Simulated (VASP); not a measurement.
WS2: single point with PBE

The system is WS2.

```
W S
1.0
     1.47117    0.84938    5.70156
    -1.47117    0.84938    5.70156
     0.00000   -1.69876    5.70156
W S
1 2
Direct
  0.00442 0.00442 0.00442
  0.24770 0.24770 0.24770
  0.42205 0.44037 0.42861
```

* Program: VASP 6.6.1
* Task: single point
* Functional: PBE
* Potentials or basis: VASP PAW PBE potentials, release 64 (W_sv, S)
* Cutoff: 500 eV
* k mesh: 1 × 1 × 1, shifted
* Occupations: gaussian, width 0.01 eV
* Spin: no spin polarisation
* Dipole correction: no
* Further INCAR settings: ALGO = Normal; EDIFF = 1e-06; NBANDS = 20

```yaml
Pressure: 98.7 GPa
Largest_force: 5.858 eV/Å
Band_gap_on_the_k_mesh: 2.16 eV
```

Forces on the atoms (eV/Å):
```
W   -0.608  0.106  0.147
S    0.149 -0.022  5.692
S    0.459 -0.084 -5.840
```

Stress tensor (GPa, compression positive):
```
125.90  -0.98   2.17
 -0.98 125.55  -0.40
  2.17  -0.40  44.54
```

Levels at points of the mesh, in eV from the valence-band top:
```
           k point  band 9  band 10  band 11  band 12  band 13  band 14  band 15  band 16  band 17  band 18
(0.50, 0.50, 0.50)   -3.41    -3.38    -2.21    -2.09     0.00     2.16     2.26     2.57     2.76     5.88
```

Wall time 7.4 s on 1 thread of Intel(R) Xeon(R) 6975P-C (Granite Rapids) (shared host), peak memory 0.3 GiB.

Caveat: the k points lie up to 2.49 Å⁻¹ apart; spin-orbit coupling is left out, which moves the levels of the heavy elements; forces of over 1 eV/Å act on the atoms, so gaps and moduli don't describe the material at rest. A k mesh can miss the band edges.
